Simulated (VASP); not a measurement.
Write the native input for VASP 6.6.1 that does the following.

* Task: single point
* Functional: PBE
* Potentials or basis: VASP PAW PBE potentials, release 64 (Pd, Rh_pv)
* Cutoff: 520 eV
* k mesh: 6 × 6 × 6
* Occupations: gaussian, width 0.1 eV
* Spin: no spin polarisation
* Dipole correction: no
* Further INCAR settings: ALGO = Normal; EDIFF = 1e-06; NBANDS = 27

The structure of PdRh2 lies in POSCAR:

```
PdRh2
1.0
    0.0000000000      2.6932644158      2.6932644158
    2.6932644158      0.0000000000      2.6932644158
    2.6932644158      2.6932644158      0.0000000000
Pd Rh
1 2
Direct
    0.0000000000      0.0000000000      0.0000000000
    0.2500000000      0.2500000000      0.2500000000
    0.7500000000      0.7500000000      0.7500000000
```

These files were run (other wordings do the same):

INCAR

```
SYSTEM = PdRh2
PREC = Accurate
ENCUT = 520
EDIFF = 1E-6
ISMEAR = 0
SIGMA = 0.1
LREAL = .FALSE.
LASPH = .TRUE.
NELM = 60
ALGO = Normal
ISIF = 2
LWAVE = .FALSE.
LCHARG = .FALSE.
GGA = PE
NBANDS = 27
```

KPOINTS

```
regular mesh
0
G
  6 6 6
  0 0 0
```

Potentials or basis: VASP PAW PBE potentials, release 64 (Pd, Rh_pv).

Launch:

```console
$ cat potpaw_PBE.64/Pd/POTCAR potpaw_PBE.64/Rh_pv/POTCAR > POTCAR
$ mpirun -np 1 vasp_std > vasp.out
```

It gave:

The pressure is 93.4 GPa and the band gap on the k mesh is zero (bands 20 and 21 overlap by 0.74 eV).

Caveat: the cell stands under pressure.

It took 7.5 s on 1 thread of AMD EPYC 9R45 96-Core Processor (Zen 5), on a shared host, peak memory 0.13 GiB.
